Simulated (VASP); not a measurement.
Set up this calculation in VASP 6.6.1, as the native input.

```
Task                   : single point
Functional             : PBE
Potentials or basis    : VASP PAW PBE potentials, release 64 (Zr_sv, N)
Cutoff                 : 520 eV
k mesh                 : 8 × 8 × 8
Occupations            : gaussian, width 0.1 eV
Spin                   : no spin polarisation
Dipole correction      : no
Further INCAR settings : LREAL = Auto; ALGO = Normal; EDIFF = 1e-06; NBANDS = 75
```

The structure of Zr7N8 (a cell with a defect) lies in POSCAR:

```
Zr7N8
1.0
    0.0000000000      4.5945978685     -4.5945978685
    4.5945978685      4.5945978685      0.0000000000
    4.5945978685      0.0000000000     -4.5945978685
Zr N
7 8
Direct
    0.2500000000      0.2500000000      0.2500000000
    0.7500000000      0.7500000000      0.2500000000
    0.7500000000      0.2500000000      0.2500000000
    0.2500000000      0.7500000000      0.7500000000
    0.2500000000      0.2500000000      0.7500000000
    0.7500000000      0.7500000000      0.7500000000
    0.7500000000      0.2500000000      0.7500000000
    0.5097233601      0.4902766399     -0.0097233601
    0.5097233601      0.0097233601     -0.0097233601
    1.0000000000      0.5000000000      0.0000000000
    0.9902766399      0.0097233601     -0.0097233601
    0.5097233601      0.4902766399      0.5097233601
    0.5000000000      0.0000000000      0.5000000000
    0.9902766399      0.4902766399      0.5097233601
    0.9902766399      0.0097233601      0.5097233601
```

This cell differs from its parent crystal: atoms taken out, then relaxed in part.

One way to write it, as run:

INCAR

```
PREC = Accurate
ENCUT = 520
EDIFF = 1E-6
ISMEAR = 0
SIGMA = 0.1
LREAL = Auto
LASPH = T
NELM = 80
ALGO = Normal
ISIF = 2
LWAVE = F
LCHARG = T
GGA = PE
LELF = T
LVHAR = T
NBANDS = 75
```

KPOINTS

```
regular mesh
0
Gamma
  8 8 8
```

Potentials or basis: VASP PAW PBE potentials, release 64 (Zr_sv, N).

The run is started by

```sh
$ cat potpaw_PBE.64/Zr_sv/POTCAR potpaw_PBE.64/N/POTCAR > POTCAR
$ mpirun -np 1 vasp_std > vasp.out
```

It gave:

```json
{
  "Pressure": "-3.3 GPa",
  "Largest force": "0.011 eV/Å",
  "Band gap on the k mesh": "zero (bands 62 and 63 overlap by 2.21 eV)"
}
```

Caveat: the cell differs from its parent crystal (atoms taken out, then relaxed in part).

Wall time 12 min on 1 thread of Intel(R) Xeon(R) Platinum 8488C (Sapphire Rapids) (shared host), peak memory 0.47 GiB.
